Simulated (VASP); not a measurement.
# V (P6_3/mmc) in VASP: single point with PBEsol

Aim: the single point of V with PBEsol.

Everything below comes from runs of VASP 6.6.1. Logs are shortened: lines on timing, memory, paths and dates and some standing lists are left out, and cuts for length are marked.

## 1. The cell of the first run

Symmetry: P6_3/mmc, No. 194, hexagonal system. The conventional cell has a = 2.672 Å, b = 2.672 Å, c = 4.846 Å, α = 90.00°, β = 90.00°, γ = 120.00°. V (site symmetry -6m2) has 12 V at 2.67 to 2.87 Å within 3.5 Å.

This isn't the form of V at room conditions, which is bcc.

## 2. Single point, PBEsol, collinear spin, ferromagnetic start

File INCAR:

```
ALGO = Normal ; EDIFF = 1E-7
ENCUT = 520 ; GGA = PS
ISIF = 2 ; ISMEAR = 1
ISPIN = 2 ; LASPH = T
LCHARG = F ; LMAXMIX = 4
LORBIT = 11 ; LREAL = F
LWAVE = F ; MAGMOM = 1.5 1.5
NBANDS = 24 ; NELM = 150
PREC = Accurate ; SIGMA = 0.2
```

File KPOINTS:

```
k-points
0
Gamma
  13 13 6
```

File POSCAR:

```
V
1.0
    2.6719681614      0.0000000000      0.0000000000
   -1.3359840807      2.3139923064      0.0000000000
    0.0000000000      0.0000000000      4.8460745688
V
2
Direct
    0.6666666667      0.3333333333      0.7500000000
    0.3333333333      0.6666666667      0.2500000000
```

Potentials or basis: VASP PAW PBE potentials, release 64 (V_sv).

The run is started by

```console
$ cat potpaw_PBE.64/V_sv/POTCAR > POTCAR
$ mpirun -np 1 vasp_std > vasp.out
```

OUTCAR:

```text
EDIFF = 1E-7
   ENCUT = 520
   GGA = PS
   ISIF = 2
   ISMEAR = 1
   ISPIN = 2
   LASPH = T
   LORBIT = 11
   LREAL = F
   NELM = 150
   PREC = Accurate

 ion  position               nearest neighbor table
   1  0.667  0.333  0.750-   2 2.87   2 2.87   2 2.87   2 2.87   2 2.87   2 2.87
   2  0.333  0.667  0.250-   1 2.87   1 2.87   1 2.87   1 2.87   1 2.87   1 2.87

  LATTYP: Found a hexagonal cell.
 ALAT       =     2.6719681614
 C/A-ratio  =     1.8136722730

  Lattice vectors:

 A1 = (   2.6719681614,   0.0000000000,   0.0000000000)
 A2 = (  -1.3359840807,   2.3139923064,   0.0000000000)
 A3 = (   0.0000000000,   0.0000000000,   4.8460745688)

Analysis of symmetry for initial positions (statically):
=====================================================================
 Subroutine PRICEL returns:
 Original cell was already a primitive cell.

 Routine SETGRP: Setting up the symmetry group for a
 hexagonal supercell.

 Subroutine GETGRP returns: Found 24 space group operations
 (whereof 12 operations were pure point group operations)
 out of a pool of 24 trial point group operations.

The static configuration has the point symmetry D_3d.
 The point group associated with its full space group is D_6h.

Analysis of symmetry for dynamics (positions and initial velocities):
=====================================================================
 Subroutine PRICEL returns:
 Original cell was already a primitive cell.

 Routine SETGRP: Setting up the symmetry group for a
 hexagonal supercell.

 Subroutine GETGRP returns: Found 24 space group operations
 (whereof 12 operations were pure point group operations)
 out of a pool of 24 trial point group operations.

The dynamic configuration has the point symmetry D_3d.
 The point group associated with its full space group is D_6h.

Analysis of structural, dynamic, and magnetic symmetry:
=====================================================================
 Subroutine PRICEL returns:
 Original cell was already a primitive cell.

 Routine SETGRP: Setting up the symmetry group for a
 hexagonal supercell.

 Subroutine GETGRP returns: Found 24 space group operations
 (whereof 12 operations were pure point group operations)
 out of a pool of 24 trial point group operations.

The overall configuration has the point symmetry D_3d.
 The point group associated with its full space group is D_6h.

 Subroutine INISYM returns: Found 24 space group operations
 (whereof 12 operations are pure point group operations),
 and found     1 'primitive' translations

----------------------------------------------------------------------------------------

                                     Primitive cell

  volume of cell :      29.9629

  direct lattice vectors                    reciprocal lattice vectors
     2.671968161  0.000000000  0.000000000     0.374255957  0.216076777  0.000000000
    -1.335984081  2.313992306  0.000000000     0.000000000  0.432153554  0.000000000
     0.000000000  0.000000000  4.846074569     0.000000000  0.000000000  0.206352582

  length of vectors
     2.671968161  2.671968162  4.846074569     0.432153554  0.432153554  0.206352582

  position of ions in fractional coordinates (direct lattice)
     0.666666667  0.333333333  0.750000000
     0.333333333  0.666666667  0.250000000

  ion indices of the primitive-cell ions
   primitive index   ion index
                 1           1
                 2           2

----------------------------------------------------------------------------------------

 KPOINTS: k-points

Automatic generation of k-mesh.
 Grid dimensions read from file:
 generate k-points for:   13   13    6

 Generating k-lattice:

  Cartesian coordinates                     Fractional coordinates (reciprocal lattice)
     0.028788920  0.016621291  0.000000000     0.076923077 -0.000000000  0.000000000
     0.000000000  0.033242581  0.000000000     0.000000000  0.076923077  0.000000000
     0.000000000  0.000000000  0.034392097     0.000000000  0.000000000  0.166666667

  Length of vectors
     0.033242581  0.033242581  0.034392097

  Shift w.r.t. Gamma in fractional coordinates (k-lattice)
     0.000000000  0.000000000  0.000000000

 Subroutine IBZKPT returns following result:
 ===========================================

 Found     84 irreducible k-points:

 Following reciprocal coordinates:
            Coordinates               Weight
  0.000000  0.000000  0.000000      1.000000
  0.076923 -0.000000  0.000000      6.000000
  0.153846 -0.000000  0.000000      6.000000
  0.230769  0.000000  0.000000      6.000000
  0.307692 -0.000000  0.000000      6.000000
  0.384615  0.000000  0.000000      6.000000
[... 16 lines left out ...]
  0.076923 -0.000000  0.166667     12.000000
  0.153846 -0.000000  0.166667     12.000000
 [... further k-points ...]
   k-points           NKPTS =     84   k-points in BZ     NKDIM =     84   number of bands    NBANDS=     24
   number of dos      NEDOS =    301   number of ions     NIONS =      2
   total plane-waves  NPLWV =  14400
   dimension x,y,z NGX =    20 NGY =   20 NGZ =   36
   dimension x,y,z NGXF=    40 NGYF=   40 NGZF=   72
   ions per type =               2
   NGX,Y,Z   is equivalent  to a cutoff of  12.44, 12.44, 12.35 a.u.
   NGXF,Y,Z  is equivalent  to a cutoff of  24.89, 24.89, 24.70 a.u.
 SYSTEM =  unknown system
   PREC   = accura    normal or accurate (medium, high low for compatibility)
   ISTART =      0    job   : 0-new  1-cont  2-samecut
   ICHARG =      2    charge: 1-file 2-atom 10-const
   ISPIN  =      2    spin polarized calculation?
   LNONCOLLINEAR =      F non collinear calculations
   LSORBIT =      F    spin-orbit coupling
   LASPH  =      T    aspherical Exc in radial PAW
   ENCUT  =  520.0 eV  38.22 Ry    6.18 a.u.   4.97  4.97  9.01*2*pi/ulx,y,z
   NELM   =    150;   NELMIN=  2; NELMDL= -5     # of ELM steps
   EDIFF  = 0.1E-06   stopping-criterion for ELM
   LREAL  =      F    real-space projection
   EDIFFG = 0.1E-05   stopping-criterion for IOM
   NSW    =      0    number of steps for IOM
   IBRION =     -1    ionic relax: 0-MD 1-quasi-New 2-CG
   NFREE  =      0    steps in history (QN), initial steepest desc. (CG)
   ISIF   =      2    stress and relaxation
   ISYM   =      2    0-nonsym 1-usesym 2-fastsym
   POTIM  = 0.5000    time-step for ionic-motion
   TEBEG  =    0.0;   TEEND  =   0.0 temperature during run
   PSTRESS=    0.0 pullay stress
   NELECT =      26.0000    total number of electrons
   NUPDOWN=      -1.0000    fix difference up-down
   EMIN   =  10.00;   EMAX   =-10.00  energy-range for DOS
   EFERMI =   0.00;   METHOD = LEGACY
   ISMEAR =     1;   SIGMA  =   0.20  broadening in eV -4-tet -1-fermi 0-gaus
   EFERMI_NEDOS =   21; number of points for ismear=-14 and -15
   IALGO  =     38    algorithm
   IMIX   =      4    mixing-type and parameters
     AMIX     =   0.40;   BMIX     =  1.00
     AMIX_MAG =   1.60;   BMIX_MAG =  1.00
  volume/ion in A,a.u.               =      14.98       101.10
  Fermi-wavevector in a.u.,A,eV,Ry     =   1.561486  2.950781 33.174263  2.438240
  Thomas-Fermi vector in A             =   2.664545
   LORBIT       =     11    0 simple, 1 ext, 2 COOP (PROOUT), +10 PAW based schemes
   GGA     = PS    functional components
   LHFCALC =     F    Hartree Fock is set to
   AEXX    =    0.0000 exact exchange contribution
   IVDW    =     0    specifies the selected vdW correction
   LEPSILON=     F    determine dielectric tensor
   LRPA    =     F    only Hartree local field effects (RPA)
 spin polarized calculation
 Methfessel and Paxton  Order N= 1 SIGMA  =   0.20
  energy-cutoff  :      520.00
  volume of cell :       29.96
 maximum number of plane-waves:       828
 NGX is ok and might be reduce to    20
   NGX =  9   NGY =  9   NGZ = 19

 number of electron      25.9999983 magnetization       0.0002142

 number of electron      25.9999983 magnetization      -0.0000040

 Free energy of the ion-electron system (eV)
  ---------------------------------------------------
  ext. energy  EPLUGINS =         0.00000000
  ---------------------------------------------------
  free energy    TOTEN  =       -18.53652915 eV

  energy without entropy =      -18.53874026  energy(sigma->0) =      -18.53726618

 E-fermi :   8.6179     XC(G=0): -12.4668

 val. band max:        8.6108840174   @ k =   0.3077   0.1538   0.5000
 cond. band min:       8.6232371029   @ k =   0.1538   0.0769   0.3333
 fundamental gap:      0.0123530855
 Fermi energy:         8.6178730755

 spin component 1

 k-point     1 :       0.0000    0.0000    0.0000
  band No.  band energies     occupation
      1     -55.2293      1.00000
      2     -55.1508      1.00000
      3     -29.3737      1.00000
      4     -28.8809      1.00000
      5     -28.7625      1.00000
      6     -28.7625      1.00000
[... 16 lines left out ...]
     23      26.3028      0.00000
     24      28.3850      0.00000
[... 598 lines left out ...]
      2     -55.1334      1.00000
      3     -29.2991      1.00000
      4     -28.9306      1.00000
      5     -28.9048      1.00000
      6     -28.8554      1.00000
[... 16 lines left out ...]
     23      25.6922      0.00000
     24      27.1876      0.00000

 [... further k-points ...]

 spin component 2

 k-point     1 :       0.0000    0.0000    0.0000
  band No.  band energies     occupation
      1     -55.2293      1.00000
      2     -55.1508      1.00000
      3     -29.3737      1.00000
      4     -28.8809      1.00000
      5     -28.7625      1.00000
      6     -28.7625      1.00000
[... 16 lines left out ...]
     23      26.3028      0.00000
     24      28.3850      0.00000
[... 598 lines left out ...]
      2     -55.1334      1.00000
      3     -29.2991      1.00000
      4     -28.9306      1.00000
      5     -28.9048      1.00000
      6     -28.8554      1.00000
[... 16 lines left out ...]
     23      25.6921      0.00000
     24      27.1876      0.00000

 [... further k-points ...]

------------------------ aborting loop because EDIFF is reached ----------------------------------------

  FORCE on cell =-STRESS in cart. coord.  units (eV):
  Direction    XX          YY          ZZ          XY          YZ          ZX
  --------------------------------------------------------------------------------------
  -------------------------------------------------------------------------------------
  Total       -3.2803030     -3.2803030     -3.2846823      0.0000000      0.0000000      0.0000000
  in kB     -175.4047136   -175.4047137   -175.6388865      0.0000000      0.0000000      0.0000000
  external PRESSURE =    -175.4827713 kB  Pullay stress =       0.0000000 kB

 VOLUME and BASIS-vectors are now :
 -----------------------------------------------------------------------------
  energy-cutoff  :      520.00
  volume of cell :       29.96
      direct lattice vectors                 reciprocal lattice vectors
     2.671968161  0.000000000  0.000000000     0.374255957  0.216076777  0.000000000
    -1.335984081  2.313992306  0.000000000     0.000000000  0.432153554  0.000000000
     0.000000000  0.000000000  4.846074569     0.000000000  0.000000000  0.206352582

 POSITION                                       TOTAL-FORCE (eV/Angst)
 -----------------------------------------------------------------------------------
      1.33598      0.77133      3.63456        -0.000000      0.000000      0.000000
     -0.00000      1.54266      1.21152         0.000000     -0.000000      0.000000
 -----------------------------------------------------------------------------------
    total drift:                               -0.000000      0.000000     -0.000000

  FREE ENERGIE OF THE ION-ELECTRON SYSTEM (eV)
  ---------------------------------------------------
  free  energy   TOTEN  =       -18.5365291452 eV

  energy  without entropy=      -18.5387402572  energy(sigma->0) =      -18.53726618

 total charge

# of ion       s       p       d       tot
------------------------------------------
    1        2.323   6.187   3.004  11.514
    2        2.323   6.187   3.004  11.514
--------------------------------------------------
tot          4.647  12.373   6.008  23.029

 magnetization (x)

# of ion       s       p       d       tot
------------------------------------------
    1        0.000  -0.000  -0.000  -0.000
    2        0.000  -0.000  -0.000  -0.000
--------------------------------------------------
tot          0.000  -0.000  -0.000  -0.000
```

It took 99 s on 1 thread of Intel Xeon Platinum 8259CL at 2.50GHz (Skylake/Cascade Lake), shared host; peak memory 0.2 GiB.

Results:

```
Free energy                                           : -18.5365 eV
Pressure                                              : -17.5 GPa
Band gap on the k mesh                                : zero (filled and empty bands overlap)
Net moment                                            : 0.00 μB per cell
Valence electrons inside the program's atomic spheres : V 11.51
```

Caveat: the cell stands under tension; the PAW data sets were made with another functional, which shifts forces and pressure a little.
